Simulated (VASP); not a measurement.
Here is a VASP 6.6.1 calculation.

INCAR

```
SYSTEM = RbBr
PREC = Accurate ; ENCUT = 520
EDIFF = 1E-6 ; ISMEAR = -1
SIGMA = 0.03 ; LREAL = .False.
LASPH = .True. ; NELM = 100
ALGO = Normal ; ISIF = 2
LWAVE = .False. ; LCHARG = .False.
GGA = PS ; NBANDS = 15
```

KPOINTS

```
regular mesh
0
Gamma
  7 7 7
  0 0 0
```

Contents of POSCAR:

```
RbBr
1.0
    0.0342750000      3.4446375000      3.4446375000
    3.4446375000      0.0342750000      3.4446375000
    3.4446375000      3.4446375000      0.0342750000
Rb Br
1 1
Direct
    0.0000000000      0.0000000000      0.0000000000
    0.5000000000      0.5000000000      0.5000000000
```

Potentials or basis: VASP PAW PBE potentials, release 64 (Rb_sv, Br).

The run is started by

```console
$ cat potpaw_PBE.64/Rb_sv/POTCAR potpaw_PBE.64/Br/POTCAR > POTCAR
$ mpirun -np 1 vasp_std > vasp.out
```

(1) Estimate the pressure.

(2) What does it give for the band gap on the k mesh?

## Answers

(1) 0.0 GPa.

(2) 4.20 eV, direct.

Caveat: the cell differs from its parent crystal (equal xy, yz and zx shear strains of +1 %); the PAW data sets were made with another functional, which shifts forces and pressure a little.
